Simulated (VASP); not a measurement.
# C in VASP: notebook

The runs below take C through single point, with PBEsol.

All numbers are computed with VASP 6.6.1; they aren't measurements. Logs are shortened: lines on timing, memory, paths and dates and some standing lists are left out, and cuts for length are marked.

## 1. The cell of the first run

Symmetry: Fd-3m, No. 227, cubic system. The conventional cell has a = 3.577 Å, b = 3.577 Å, c = 3.577 Å, α = 90.00°, β = 90.00°, γ = 90.00°. Within 2.1 Å of C (site symmetry -43m) lie 4 C at 1.55 Å.

## 2. Single point, PBEsol (5.72 Å³/atom)

Contents of INCAR:

```
SYSTEM = C
  PREC = Accurate
  ENCUT = 1300
  EDIFF = 1E-6
  ISMEAR = 0
  SIGMA = 0.01
  LREAL = .False.
  LASPH = .True.
  NELM = 120
  ALGO = Normal
  ISIF = 2
  LWAVE = .False.
  LCHARG = .False.
  GGA = PS
  NBANDS = 11
  GGA_COMPAT = .False.
```

Contents of KPOINTS:

```
regular mesh
0
Gamma
  12 12 12
  0 0 0
```

Contents of POSCAR:

```
C
1.0
    0.0000000000      1.7886725372      1.7886725372
    1.7886725372      0.0000000000      1.7886725372
    1.7886725372      1.7886725372      0.0000000000
C
2
Direct
    0.5000000000      0.5000000000      0.5000000000
    0.7500000000      0.7500000000      0.7500000000
```

Potentials or basis: VASP PAW PBE potentials, release 64 (C_h).

Started as:

```
cat potpaw_PBE.64/C_h/POTCAR > POTCAR
mpirun -np 1 vasp_std > vasp.out
```

OUTCAR:

```text
SYSTEM = C
   PREC = Accurate
   ENCUT = 1300
   EDIFF = 1E-6
   ISMEAR = 0
   LREAL = .False.
   LASPH = .True.
   NELM = 120
   ISIF = 2
   GGA = PS

 ion  position               nearest neighbor table
   1  0.500  0.500  0.500-
   2  0.750  0.750  0.750-

  LATTYP: Found a face centered cubic cell.
 ALAT       =     3.5773450744

  Lattice vectors:

 A1 = (   0.0000000000,   1.7886725372,   1.7886725372)
 A2 = (   1.7886725372,   0.0000000000,   1.7886725372)
 A3 = (   1.7886725372,   1.7886725372,   0.0000000000)

Analysis of symmetry for initial positions (statically):
=====================================================================
 Subroutine PRICEL returns:
 Original cell was already a primitive cell.

 Routine SETGRP: Setting up the symmetry group for a
 face centered cubic supercell.

 Subroutine GETGRP returns: Found 48 space group operations
 (whereof 24 operations were pure point group operations)
 out of a pool of 48 trial point group operations.

The static configuration has the point symmetry T_d .
 The point group associated with its full space group is O_h .

Analysis of symmetry for dynamics (positions and initial velocities):
=====================================================================
 Subroutine PRICEL returns:
 Original cell was already a primitive cell.

 Routine SETGRP: Setting up the symmetry group for a
 face centered cubic supercell.

 Subroutine GETGRP returns: Found 48 space group operations
 (whereof 24 operations were pure point group operations)
 out of a pool of 48 trial point group operations.

The dynamic configuration has the point symmetry T_d .
 The point group associated with its full space group is O_h .

 Subroutine INISYM returns: Found 48 space group operations
 (whereof 24 operations are pure point group operations),
 and found     1 'primitive' translations

----------------------------------------------------------------------------------------

                                     Primitive cell

  volume of cell :      11.4452

  direct lattice vectors                    reciprocal lattice vectors
     0.000000000  1.788672537  1.788672537    -0.279536913  0.279536913  0.279536913
     1.788672537  0.000000000  1.788672537     0.279536913 -0.279536913  0.279536913
     1.788672537  1.788672537  0.000000000     0.279536913  0.279536913 -0.279536913

  length of vectors
     2.529564961  2.529564961  2.529564961     0.484172136  0.484172136  0.484172136

  position of ions in fractional coordinates (direct lattice)
     0.500000000  0.500000000  0.500000000
     0.750000000  0.750000000  0.750000000

  ion indices of the primitive-cell ions
   primitive index   ion index
                 1           1
                 2           2

----------------------------------------------------------------------------------------

 KPOINTS: regular mesh

Automatic generation of k-mesh.
 Grid dimensions read from file:
 generate k-points for:   12   12   12

 Generating k-lattice:

  Cartesian coordinates                     Fractional coordinates (reciprocal lattice)
    -0.023294743  0.023294743  0.023294743     0.083333333  0.000000000  0.000000000
     0.023294743 -0.023294743  0.023294743     0.000000000  0.083333333  0.000000000
     0.023294743  0.023294743 -0.023294743     0.000000000  0.000000000  0.083333333

  Length of vectors
     0.040347678  0.040347678  0.040347678

  Shift w.r.t. Gamma in fractional coordinates (k-lattice)
     0.000000000  0.000000000  0.000000000

 Subroutine IBZKPT returns following result:
 ===========================================

 Found     72 irreducible k-points:

 Following reciprocal coordinates:
            Coordinates               Weight
  0.000000  0.000000  0.000000      1.000000
  0.083333  0.000000  0.000000      8.000000
  0.166667  0.000000  0.000000      8.000000
  0.250000  0.000000  0.000000      8.000000
  0.333333  0.000000  0.000000      8.000000
  0.416667  0.000000  0.000000      8.000000
[... 16 lines left out ...]
  0.500000  0.166667  0.000000     24.000000
 -0.416667  0.166667  0.000000     24.000000
 [... further k-points ...]
   k-points           NKPTS =     72   k-points in BZ     NKDIM =     72   number of bands    NBANDS=     11
   number of dos      NEDOS =    301   number of ions     NIONS =      2
   total plane-waves  NPLWV =  27000
   dimension x,y,z NGX =    30 NGY =   30 NGZ =   30
   dimension x,y,z NGXF=    60 NGYF=   60 NGZF=   60
   ions per type =               2
   NGX,Y,Z   is equivalent  to a cutoff of  19.72, 19.72, 19.72 a.u.
   NGXF,Y,Z  is equivalent  to a cutoff of  39.43, 39.43, 39.43 a.u.
 SYSTEM =  C
   PREC   = accura    normal or accurate (medium, high low for compatibility)
   ISTART =      0    job   : 0-new  1-cont  2-samecut
   ICHARG =      2    charge: 1-file 2-atom 10-const
   ISPIN  =      1    spin polarized calculation?
   LNONCOLLINEAR =      F non collinear calculations
   LSORBIT =      F    spin-orbit coupling
   LASPH  =      T    aspherical Exc in radial PAW
   ENCUT  = 1300.0 eV  95.55 Ry    9.77 a.u.   7.44  7.44  7.44*2*pi/ulx,y,z
   NELM   =    120;   NELMIN=  2; NELMDL= -5     # of ELM steps
   EDIFF  = 0.1E-05   stopping-criterion for ELM
   LREAL  =      F    real-space projection
[... 7 lines left out ...]
   TEBEG  =    0.0;   TEEND  =   0.0 temperature during run
   PSTRESS=    0.0 pullay stress
   NELECT =       8.0000    total number of electrons
   NUPDOWN=      -1.0000    fix difference up-down
   EMIN   =  10.00;   EMAX   =-10.00  energy-range for DOS
   EFERMI =   0.00;   METHOD = LEGACY
   ISMEAR =     0;   SIGMA  =   0.01  broadening in eV -4-tet -1-fermi 0-gaus
   EFERMI_NEDOS =   21; number of points for ismear=-14 and -15
   IALGO  =     38    algorithm
   IMIX   =      4    mixing-type and parameters
     AMIX     =   0.40;   BMIX     =  1.00
     AMIX_MAG =   1.60;   BMIX_MAG =  1.00
  volume/ion in A,a.u.               =       5.72        38.62
  Fermi-wavevector in a.u.,A,eV,Ry     =   1.452883  2.745551 28.720118  2.110869
  Thomas-Fermi vector in A             =   2.570214
   LORBIT       =      0    0 simple, 1 ext, 2 COOP (PROOUT), +10 PAW based schemes
   GGA     = PS    functional components
   LHFCALC =     F    Hartree Fock is set to
   AEXX    =    0.0000 exact exchange contribution
   IVDW    =     0    specifies the selected vdW correction
   LEPSILON=     F    determine dielectric tensor
   LRPA    =     F    only Hartree local field effects (RPA)
 non-spin polarized calculation
 Gauss-broadening in eV      SIGMA  =   0.01
  energy-cutoff  :     1300.00
  volume of cell :       11.45
 maximum number of plane-waves:      1243
 NGX is ok and might be reduce to    30
   NGX = 15   NGY = 15   NGZ = 15

 number of electron       8.0000000 magnetization

 Free energy of the ion-electron system (eV)
  ---------------------------------------------------
  ext. energy  EPLUGINS =         0.00000000
  ---------------------------------------------------
  free energy    TOTEN  =       -19.27171497 eV

  energy without entropy =      -19.27171497  energy(sigma->0) =      -19.27171497

 E-fermi :  10.9542     XC(G=0): -13.5282

 val. band max:       10.7791398193   @ k =   0.0000   0.0000   0.0000
 cond. band min:      14.7984605584   @ k =   0.3333   0.3333   0.0000
 fundamental gap:      4.0193207392
 Fermi energy:        10.9542037568

 k-point     1 :       0.0000    0.0000    0.0000
  band No.  band energies     occupation
      1     -10.6205      2.00000
      2      10.7791      2.00000
      3      10.7791      2.00000
      4      10.7791      2.00000
      5      16.2993      0.00000
      6      16.2993      0.00000
      7      16.2993      0.00000
      8      23.9506      0.00000
      9      29.6271      0.00000
     10      37.1168      0.00000
     11      37.1168      0.00000

 k-point     2 :       0.0833    0.0000    0.0000
  band No.  band energies     occupation
      1     -10.4289      2.00000
      2       9.5542      2.00000
      3      10.4572      2.00000
      4      10.4572      2.00000
      5      16.7206      0.00000
      6      16.7206      0.00000
      7      17.0068      0.00000
      8      24.1118      0.00000
      9      29.9523      0.00000
     10      34.9229      0.00000
     11      34.9229      0.00000

 k-point     3 :       0.1667    0.0000    0.0000
  band No.  band energies     occupation
      1      -9.8563      2.00000
      2       7.0292      2.00000
      3       9.7591      2.00000
      4       9.7591      2.00000
      5      17.6339      0.00000
      6      17.6339      0.00000
      7      18.0784      0.00000
      8      24.5735      0.00000
      9      30.6341      0.00000
     10      33.3279      0.00000
     11      33.3279      0.00000

 k-point     4 :       0.2500    0.0000    0.0000
  band No.  band energies     occupation
      1      -8.9108      2.00000
      2       4.2010      2.00000
      3       9.0402      2.00000
      4       9.0402      2.00000
      5      18.4811      0.00000
      6      18.4811      0.00000
      7      18.8133      0.00000
      8      25.2143      0.00000
      9      31.0771      0.00000
     10      32.9112      0.00000
     11      32.9112      0.00000
[... 239 lines left out ...]
 k-point    22 :       0.4167    0.1667    0.0000
  band No.  band energies     occupation
      1      -6.4596      2.00000
      2       1.0299      2.00000
      3       6.5220      2.00000
      4       6.7380      2.00000
      5      17.3235      0.00000
      6      21.6554      0.00000
      7      21.7667      0.00000
      8      23.2519      0.00000
      9      31.5066      0.00000
     10      32.9411      0.00000
     11      37.8837      0.00000

 k-point    23 :       0.5000    0.1667    0.0000
  band No.  band energies     occupation
      1      -4.8747      2.00000
      2      -1.2122      2.00000
      3       5.8052      2.00000
      4       6.8263      2.00000
      5      17.7328      0.00000
      6      21.3833      0.00000
      7      21.8731      0.00000
      8      24.8525      0.00000
      9      30.5871      0.00000
     10      34.2787      0.00000
     11      37.0651      0.00000

 k-point    24 :      -0.4167    0.1667    0.0000
  band No.  band energies     occupation
      1      -4.4397      2.00000
      2      -1.7336      2.00000
      3       5.3184      2.00000
      4       7.2046      2.00000
      5      18.1682      0.00000
      6      20.8972      0.00000
      7      21.8446      0.00000
      8      26.0115      0.00000
      9      29.8936      0.00000
     10      34.6825      0.00000
     11      35.0017      0.00000

 [... further k-points ...]
[... 5 lines left out ...]
  --------------------------------------------------------------------------------------
  -------------------------------------------------------------------------------------
  Total       -0.6063821     -0.6063821     -0.6063821      0.0000000     -0.0000000      0.0000000
  in kB      -84.8856803    -84.8856803    -84.8856803      0.0000000     -0.0000000      0.0000000
  external PRESSURE =     -84.8856803 kB  Pullay stress =       0.0000000 kB

 VOLUME and BASIS-vectors are now :
 -----------------------------------------------------------------------------
  energy-cutoff  :     1300.00
  volume of cell :       11.45
      direct lattice vectors                 reciprocal lattice vectors
     0.000000000  1.788672537  1.788672537    -0.279536913  0.279536913  0.279536913
     1.788672537  0.000000000  1.788672537     0.279536913 -0.279536913  0.279536913
     1.788672537  1.788672537  0.000000000     0.279536913  0.279536913 -0.279536913

 POSITION                                       TOTAL-FORCE (eV/Angst)
 -----------------------------------------------------------------------------------
      1.78867      1.78867      1.78867         0.000000      0.000000     -0.000000
      2.68301      2.68301      2.68301        -0.000000     -0.000000      0.000000
 -----------------------------------------------------------------------------------
    total drift:                                0.000000     -0.000000     -0.000000

  FREE ENERGIE OF THE ION-ELECTRON SYSTEM (eV)
  ---------------------------------------------------
  free  energy   TOTEN  =       -19.2717149684 eV

  energy  without entropy=      -19.2717149684  energy(sigma->0) =      -19.27171497
```

It took 34 s on 1 thread of AMD EPYC 7R13 (Zen 3), shared host; peak memory 0.14 GiB.

What came out:

| Property | Result |
| --- | --- |
| Free energy | -19.2717 eV |
| Pressure | -8.5 GPa |
| Band gap on the k mesh | 4.02 eV (least direct gap 5.52 eV) |

Caveat: the cell stands under tension; the PAW data sets were made with another functional, which shifts forces and pressure a little. A k mesh can miss the band edges.

[end of part 1 of 2]
